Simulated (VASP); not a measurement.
# Rb (Cmcm) in VASP: single point with PBE+D3(BJ)

Aim: the single point of Rb with PBE+D3(BJ).

Program: VASP 6.6.1. These are calculated values, not measurements. Logs are shortened: lines on timing, memory, paths and dates and some standing lists are left out, and cuts for length are marked.

## 1. The cell of the first run

It takes space group Cmcm (No. 63, orthorhombic). Conventional cell: a = 4.948 Å, b = 8.659 Å, c = 7.158 Å, α = 90.00°, β = 90.00°, γ = 90.00°.

## 2. Single point, PBE+D3(BJ) (normal strain along x +0.0000, normal strain along z -0.1100)

File INCAR:

```
ALGO = Fast
EDIFF = 1E-6
ENCUT = 520
GGA = PE
ISIF = 2
ISMEAR = 0
IVDW = 12
LASPH = True
LCHARG = False
LREAL = False
LWAVE = False
NBANDS = 16
NELM = 60
PREC = Accurate
SIGMA = 0.15
```

File KPOINTS:

```
k-points
0
Gamma
  10 10 6
```

File POSCAR:

```
Rb
1.0
    2.4740083059     -4.3297492603      0.0000000000
    2.4740083059      4.3297492603      0.0000000000
    0.0000000000      0.0000000000      7.1581495820
Rb
2
Direct
    0.8359965595      0.1640034405      0.7500000000
    0.1640034405      0.8359965595      0.2500000000
```

Potentials or basis: VASP PAW PBE potentials, release 64 (Rb_sv).

The run is started by

```
$ cat potpaw_PBE.64/Rb_sv/POTCAR > POTCAR
$ mpirun -np 1 vasp_std > vasp.out
```

OUTCAR:

```text
EDIFF = 1E-6
   ENCUT = 520
   GGA = PE
   ISIF = 2
   ISMEAR = 0
   IVDW = 12
   LASPH = True
   LREAL = False
   NELM = 60
   PREC = Accurate
 IVDW          = 12

 ion  position               nearest neighbor table
   1  0.836  0.164  0.750-   2 4.57   2 4.57   2 4.60   2 4.60   2 4.60   2 4.60
   2  0.164  0.836  0.250-   1 4.57   1 4.57   1 4.60   1 4.60   1 4.60   1 4.60

  LATTYP: Found a base centered orthorhombic cell.
 ALAT       =     4.9480166118
 B/A-ratio  =     1.7500948764
 C/A-ratio  =     1.4466704831

  Lattice vectors:

 A1 = (   2.4740083059,  -4.3297492603,   0.0000000000)
 A2 = (   2.4740083059,   4.3297492603,   0.0000000000)
 A3 = (   0.0000000000,   0.0000000000,   7.1581495820)

Analysis of symmetry for initial positions (statically):
=====================================================================
 Subroutine PRICEL returns:
 Original cell was already a primitive cell.

 Routine SETGRP: Setting up the symmetry group for a
 base centered orthorhombic supercell.

 Subroutine GETGRP returns: Found  8 space group operations
 (whereof  4 operations were pure point group operations)
 out of a pool of  8 trial point group operations.

The static configuration has the point symmetry C_2h.
 The point group associated with its full space group is D_2h.

Analysis of symmetry for dynamics (positions and initial velocities):
=====================================================================
 Subroutine PRICEL returns:
 Original cell was already a primitive cell.

 Routine SETGRP: Setting up the symmetry group for a
 base centered orthorhombic supercell.

 Subroutine GETGRP returns: Found  8 space group operations
 (whereof  4 operations were pure point group operations)
 out of a pool of  8 trial point group operations.

The dynamic configuration has the point symmetry C_2h.
 The point group associated with its full space group is D_2h.

 Subroutine INISYM returns: Found  8 space group operations
 (whereof  4 operations are pure point group operations),
 and found     1 'primitive' translations

----------------------------------------------------------------------------------------

                                     Primitive cell

  volume of cell :     153.3538

  direct lattice vectors                    reciprocal lattice vectors
     2.474008306 -4.329749260  0.000000000     0.202101181 -0.115480128  0.000000000
     2.474008306  4.329749260  0.000000000     0.202101181  0.115480128  0.000000000
     0.000000000  0.000000000  7.158149582     0.000000000  0.000000000  0.139700909

  length of vectors
     4.986726958  4.986726958  7.158149582     0.232767153  0.232767153  0.139700909

  position of ions in fractional coordinates (direct lattice)
     0.835996560  0.164003440  0.750000000
     0.164003440  0.835996560  0.250000000

  ion indices of the primitive-cell ions
   primitive index   ion index
                 1           1
                 2           2

----------------------------------------------------------------------------------------

 KPOINTS: k-points

Automatic generation of k-mesh.
 Grid dimensions read from file:
 generate k-points for:   10   10    6

 Generating k-lattice:

  Cartesian coordinates                     Fractional coordinates (reciprocal lattice)
     0.020210118 -0.011548013  0.000000000     0.100000000  0.000000000  0.000000000
     0.020210118  0.011548013  0.000000000     0.000000000  0.100000000  0.000000000
     0.000000000  0.000000000  0.023283485     0.000000000  0.000000000  0.166666667

  Length of vectors
     0.023276715  0.023276715  0.023283485

  Shift w.r.t. Gamma in fractional coordinates (k-lattice)
     0.000000000  0.000000000  0.000000000

 Subroutine IBZKPT returns following result:
 ===========================================

 Found    124 irreducible k-points:

 Following reciprocal coordinates:
            Coordinates               Weight
  0.000000  0.000000  0.000000      1.000000
  0.100000 -0.000000  0.000000      4.000000
  0.200000 -0.000000  0.000000      4.000000
  0.300000  0.000000  0.000000      4.000000
  0.400000  0.000000  0.000000      4.000000
  0.500000 -0.000000  0.000000      2.000000
[... 16 lines left out ...]
  0.300000  0.300000  0.000000      2.000000
  0.400000  0.300000  0.000000      4.000000
 [... further k-points ...]
   k-points           NKPTS =    124   k-points in BZ     NKDIM =    124   number of bands    NBANDS=     16
   number of dos      NEDOS =    301   number of ions     NIONS =      2
   total plane-waves  NPLWV =  86400
   dimension x,y,z NGX =    40 NGY =   40 NGZ =   54
   dimension x,y,z NGXF=    80 NGYF=   80 NGZF=  108
   ions per type =               2
   NGX,Y,Z   is equivalent  to a cutoff of  13.34, 13.34, 12.54 a.u.
   NGXF,Y,Z  is equivalent  to a cutoff of  26.67, 26.67, 25.08 a.u.
 SYSTEM =  unknown system
   PREC   = accura    normal or accurate (medium, high low for compatibility)
   ISTART =      0    job   : 0-new  1-cont  2-samecut
   ICHARG =      2    charge: 1-file 2-atom 10-const
   ISPIN  =      1    spin polarized calculation?
   LNONCOLLINEAR =      F non collinear calculations
   LSORBIT =      F    spin-orbit coupling
   LASPH  =      T    aspherical Exc in radial PAW
   ENCUT  =  520.0 eV  38.22 Ry    6.18 a.u.   9.27  9.27 13.31*2*pi/ulx,y,z
   NELM   =     60;   NELMIN=  2; NELMDL= -5     # of ELM steps
   EDIFF  = 0.1E-05   stopping-criterion for ELM
   LREAL  =      F    real-space projection
   EDIFFG = 0.1E-04   stopping-criterion for IOM
   NSW    =      0    number of steps for IOM
   IBRION =     -1    ionic relax: 0-MD 1-quasi-New 2-CG
   NFREE  =      0    steps in history (QN), initial steepest desc. (CG)
   ISIF   =      2    stress and relaxation
   ISYM   =      2    0-nonsym 1-usesym 2-fastsym
   POTIM  = 0.5000    time-step for ionic-motion
   TEBEG  =    0.0;   TEEND  =   0.0 temperature during run
   PSTRESS=    0.0 pullay stress
   NELECT =      18.0000    total number of electrons
   NUPDOWN=      -1.0000    fix difference up-down
   EMIN   =  10.00;   EMAX   =-10.00  energy-range for DOS
   EFERMI =   0.00;   METHOD = LEGACY
   ISMEAR =     0;   SIGMA  =   0.15  broadening in eV -4-tet -1-fermi 0-gaus
   EFERMI_NEDOS =   21; number of points for ismear=-14 and -15
   IALGO  =     68    algorithm
   IMIX   =      4    mixing-type and parameters
     AMIX     =   0.40;   BMIX     =  1.00
     AMIX_MAG =   1.60;   BMIX_MAG =  1.00
  volume/ion in A,a.u.               =      76.68       517.44
  Fermi-wavevector in a.u.,A,eV,Ry     =   0.801556  1.514722  8.741644  0.642493
  Thomas-Fermi vector in A             =   1.909066
   LORBIT       =      0    0 simple, 1 ext, 2 COOP (PROOUT), +10 PAW based schemes
   GGA     = PE    functional components
   LHFCALC =     F    Hartree Fock is set to
   AEXX    =    0.0000 exact exchange contribution
   IVDW    =    12    specifies the selected vdW correction
   LEPSILON=     F    determine dielectric tensor
   LRPA    =     F    only Hartree local field effects (RPA)
 non-spin polarized calculation
 RMM-DIIS sequential band-by-band and
 Gauss-broadening in eV      SIGMA  =   0.15
  energy-cutoff  :      520.00
  volume of cell :      153.35
 maximum number of plane-waves:      4158
 NGX is ok and might be reduce to    40
   NGX = 19   NGY = 19   NGZ = 27

 number of electron      18.0000000 magnetization

 Free energy of the ion-electron system (eV)
  ---------------------------------------------------
  ext. energy  EPLUGINS =         0.00000000
  ---------------------------------------------------
  free energy    TOTEN  =        -1.80949468 eV

  energy without entropy =       -1.79304527  energy(sigma->0) =       -1.80126997

 E-fermi :   0.4414     XC(G=0):  -5.8944

 val. band max:        0.4374430857   @ k =   0.4000   0.0000   0.5000
 cond. band min:       0.4466967513   @ k =   0.4000   0.1000   0.3333
 fundamental gap:      0.0092536656
 Fermi energy:         0.4414293490

 k-point     1 :       0.0000    0.0000    0.0000
  band No.  band energies     occupation
      1     -28.4071      2.00000
      2     -28.3925      2.00000
      3     -12.6278      2.00000
      4     -12.4740      2.00000
      5     -12.4691      2.00000
      6     -12.4292      2.00000
[... 8 lines left out ...]
     15       4.3980      0.00000
     16       4.5776      0.00000

 k-point     2 :       0.1000   -0.0000    0.0000
  band No.  band energies     occupation
      1     -28.4065      2.00000
      2     -28.3925      2.00000
      3     -12.6220      2.00000
      4     -12.4795      2.00000
      5     -12.4752      2.00000
      6     -12.4380      2.00000
[... 8 lines left out ...]
     15       4.4045      0.00000
     16       4.4734      0.00000

 k-point     3 :       0.2000   -0.0000    0.0000
  band No.  band energies     occupation
      1     -28.4048      2.00000
      2     -28.3926      2.00000
      3     -12.6059      2.00000
      4     -12.5001      2.00000
      5     -12.4848      2.00000
      6     -12.4606      2.00000
[... 8 lines left out ...]
     15       4.0475      0.00000
     16       4.1394      0.00000

 k-point     4 :       0.3000    0.0000    0.0000
  band No.  band energies     occupation
      1     -28.4024      2.00000
      2     -28.3929      2.00000
      3     -12.5825      2.00000
      4     -12.5275      2.00000
      5     -12.4950      2.00000
      6     -12.4872      2.00000
[... 8 lines left out ...]
     15       3.8661      0.00000
     16       4.3961      0.00000
[... 324 lines left out ...]
 k-point    22 :      -0.2000    0.2000    0.0000
  band No.  band energies     occupation
      1     -28.4048      2.00000
      2     -28.3927      2.00000
      3     -12.6054      2.00000
      4     -12.5020      2.00000
      5     -12.4811      2.00000
      6     -12.4603      2.00000
[... 8 lines left out ...]
     15       4.1276      0.00000
     16       4.2020      0.00000

 k-point    23 :       0.3000    0.3000    0.0000
  band No.  band energies     occupation
      1     -28.3973      2.00000
      2     -28.3951      2.00000
      3     -12.5519      2.00000
      4     -12.5233      2.00000
      5     -12.5177      2.00000
      6     -12.5053      2.00000
[... 8 lines left out ...]
     15       3.5277      0.00000
     16       4.2555      0.00000

 k-point    24 :       0.4000    0.3000    0.0000
  band No.  band energies     occupation
      1     -28.3971      2.00000
      2     -28.3954      2.00000
      3     -12.5509      2.00000
      4     -12.5203      2.00000
      5     -12.5166      2.00000
      6     -12.5053      2.00000
[... 8 lines left out ...]
     15       3.5357      0.00000
     16       4.2341      0.00000

 [... further k-points ...]

------------------------ aborting loop because EDIFF is reached ----------------------------------------

 Edisp (eV)   -0.23894

 E8    (eV) :    -0.1360

  FORCE on cell =-STRESS in cart. coord.  units (eV):
  Direction    XX          YY          ZZ          XY          YZ          ZX
  --------------------------------------------------------------------------------------
  -------------------------------------------------------------------------------------
  Total       0.26855     0.26696     0.78148     0.00000     0.00000     0.00000
  in kB       2.80574     2.78906     8.16457     0.00000     0.00000     0.00000
  external pressure =        4.59 kB  Pullay stress =        0.00 kB

 VOLUME and BASIS-vectors are now :
 -----------------------------------------------------------------------------
  energy-cutoff  :      520.00
  volume of cell :      153.35
      direct lattice vectors                 reciprocal lattice vectors
     2.474008306 -4.329749260  0.000000000     0.202101181 -0.115480128  0.000000000
     2.474008306  4.329749260  0.000000000     0.202101181  0.115480128  0.000000000
     0.000000000  0.000000000  7.158149582     0.000000000  0.000000000  0.139700909

 POSITION                                       TOTAL-FORCE (eV/Angst)
 -----------------------------------------------------------------------------------
      2.47401     -2.90956      5.36861         0.000000      0.001190      0.000000
      2.47401      2.90956      1.78954         0.000000     -0.001190      0.000000
 -----------------------------------------------------------------------------------
    total drift:                               -0.000000     -0.000000      0.000000

  FREE ENERGIE OF THE ION-ELECTRON SYSTEM (eV)
  ---------------------------------------------------
  free  energy   TOTEN  =        -2.0484366392 eV

  energy  without entropy=       -2.0319872287  energy(sigma->0) =       -2.04021193
```

Run time: 2.4 min. Hardware: 1 thread of Intel Xeon 6975P-C (Granite Rapids), shared host; peak memory 0.44 GiB.

Results:

- Free energy: -2.0484 eV
- Pressure: 0.5 GPa
- Band gap on the k mesh: zero (band 9 reaches 1.21 eV, above the bottom of band 10 at -0.85 eV)
- Dispersion energy per atom: -0.119 eV

Stress tensor (GPa, compression positive):
```
0.28 0.00 0.00
0.00 0.28 0.00
0.00 0.00 0.82
```

Caveat: the cell differs from its parent crystal (normal strain along x +0.0000, normal strain along z -0.1100); pairwise dispersion overbinds metals, which lowers pressure and volume.
